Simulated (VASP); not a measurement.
Set up this calculation in VASP 6.6.1, as the native input.

- Task: single point
- Functional: PBE
- Potentials or basis: VASP PAW PBE potentials, release 64 (Pb_d, O)
- Cutoff: 520 eV
- k mesh: 8 × 8 × 6
- Occupations: gaussian, width 0.02 eV
- Spin: no spin polarisation
- Dipole correction: no
- Further INCAR settings: ALGO = Normal; EDIFF = 1e-06; NBANDS = 28

The structure of PbO lies in POSCAR:

```
PbO
1.0
    3.9230507520     -0.1192320000     -0.0240451200
   -0.1192320000      3.7799723520      0.1170063360
   -0.0303831000      0.1478476800      4.8745540800
Pb O
2 2
Direct
   -0.0522493961      0.4932518116      0.2434114297
    0.4570274758     -0.0123062601      0.8047128236
    0.0362771739      0.0374924517     -0.0269932298
    0.5589447464      0.4815619968     -0.0211310235
```

This cell differs from its parent crystal: atoms moved at random and the cell strained at random.

These files were run (other wordings do the same):

INCAR

```
SYSTEM = PbO
ALGO = Normal
EDIFF = 1E-6
ENCUT = 520
GGA = PE
ISIF = 2
ISMEAR = 0
LASPH = .True.
LCHARG = .False.
LREAL = .False.
LWAVE = .False.
NBANDS = 28
NELM = 60
PREC = Accurate
SIGMA = 0.02
```

KPOINTS

```
k-points
0
Gamma
  8 8 6
  0 0 0
```

Potentials or basis: VASP PAW PBE potentials, release 64 (Pb_d, O).

Launch:

```console
$ cat potpaw_PBE.64/Pb_d/POTCAR potpaw_PBE.64/O/POTCAR > POTCAR
$ mpirun -np 1 vasp_std > vasp.out
```

Results of the run:

| Quantity | Value |
| --- | --- |
| Pressure | 31.6 GPa |
| Largest force | 8.870 eV/Å |
| Band gap on the k mesh | 1.32 eV, indirect (least direct gap 2.33 eV) |

Caveat: the cell differs from its parent crystal (atoms moved at random and the cell strained at random); spin-orbit coupling is left out, which moves the levels of the heavy elements; forces of over 1 eV/Å act on the atoms, so gaps and moduli don't describe the material at rest.

Run time: 4.2 min on 1 thread of Intel(R) Xeon(R) Platinum 8375C CPU @ 2.90GHz (Ice Lake), on a shared host, peak memory 0.41 GiB.
